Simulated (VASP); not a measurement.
## SiC: single point with HSE06

Crystal: SiC.

```
Si C
1.0
     3.07756    0.00000    0.00000
    -1.53878    2.66524    0.00000
     0.00000    0.00000    9.87519
Si C
4 4
Direct
  0.00000 0.00000 0.99925
  0.33333 0.66667 0.24943
  0.00000 0.00000 0.49925
  0.66667 0.33333 0.74943
  0.00000 0.00000 0.18779
  0.33333 0.66667 0.43853
  0.00000 0.00000 0.68779
  0.66667 0.33333 0.93853
```

This cell differs from its parent crystal: uniaxial z strain -2.0%.

| Property | Result |
| --- | --- |
| Program | VASP 6.6.1 |
| Task | single point |
| Functional | HSE06 |
| Potentials or basis | VASP PAW PBE potentials, release 64 (Si, C) |
| Cutoff | 520 eV |
| k mesh | 6 × 6 × 2 |
| Occupations | gaussian, width 0.01 eV |
| Spin | no spin polarisation |
| Dipole correction | no |
| Grid for exact exchange (PRECFOCK) | Fast |
| Further INCAR settings | ALGO = Normal; EDIFF = 1e-07; NBANDS = 26 |
| Share of exact exchange | 0.25 |
| Screening parameter | 0.2079 1/Å |

```
Pressure               : 3.2 GPa
Largest force          : 0.020 eV/Å
Band gap on the k mesh : 3.13 eV (least direct gap 4.45 eV)
```

Forces on the atoms (eV/Å):
```
Si   0.000  0.000 -0.020
Si   0.000  0.000 -0.013
Si   0.000  0.000 -0.020
Si   0.000  0.000 -0.013
C    0.000  0.000  0.019
C    0.000  0.000  0.015
C    0.000  0.000  0.019
C    0.000  0.000  0.015
```

Stress tensor (GPa, compression positive):
```
-0.26  0.00  0.00
 0.00 -0.26  0.00
 0.00  0.00 10.21
```

Levels at points of the mesh, in eV from the valence-band top:
```tsv
k point	band 14	band 15	band 16	band 17	band 18	band 19
(0.00, 0.00, 0.00)	-0.14	-0.14	0.00	6.06	6.71	7.45
(0.50, 0.00, 0.00)	-2.42	-1.72	-1.32	3.13	3.13	5.18
(0.00, 0.00, 0.50)	-0.39	-0.39	-0.39	6.29	6.29	7.94
(0.50, 0.00, 0.50)	-2.74	-1.83	-1.83	3.46	3.46	5.28
```

Run time: 51 min on 1 thread of Oxide Virtual Turin-like Processor, with other jobs on the host, peak memory 0.29 GiB.

Caveat: the cell differs from its parent crystal (uniaxial z strain -2.0%); the cell stands under pressure; the PAW data sets were made with another functional, which shifts forces and pressure a little. A k mesh can miss the band edges.
